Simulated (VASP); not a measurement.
Input of a VASP 6.6.1 run:

The input INCAR:

```
SYSTEM = Ga
ALGO = Fast
EDIFF = 1E-7
ENCUT = 520
GGA = PE
ISIF = 2
ISMEAR = -1
LASPH = .TRUE.
LCHARG = .FALSE.
LREAL = .FALSE.
LWAVE = .FALSE.
NBANDS = 34
NELM = 80
PREC = Accurate
SIGMA = 0.05
```

The input KPOINTS:

```
k-points
0
G
  7 7 6
  0 0 0
```

Contents of POSCAR:

```
Ga
1.0
    3.7653697915     -2.2951847555      0.0000000000
    3.7653697915      2.2951847555      0.0000000000
    0.0000000000      0.0000000000      4.4275944830
Ga
4
Direct
    0.6655504900      0.0096853900      0.2500000000
    0.0096853900      0.6655504900      0.7500000000
    0.3344495100      0.9903146100      0.7500000000
    0.9903146100      0.3344495100      0.2500000000
```

Potentials or basis: VASP PAW PBE potentials, release 64 (Ga_d).

Run with:

```bash
$ cat potpaw_PBE.64/Ga_d/POTCAR > POTCAR
$ mpirun -np 1 vasp_std > vasp.out
```

(1) Predict the band gap on the k mesh.

(2) Predict the pressure.

Results:

(1) zero (band 26 reaches 5.61 eV, above the bottom of band 27 at 4.91 eV).

(2) 6.2 GPa.
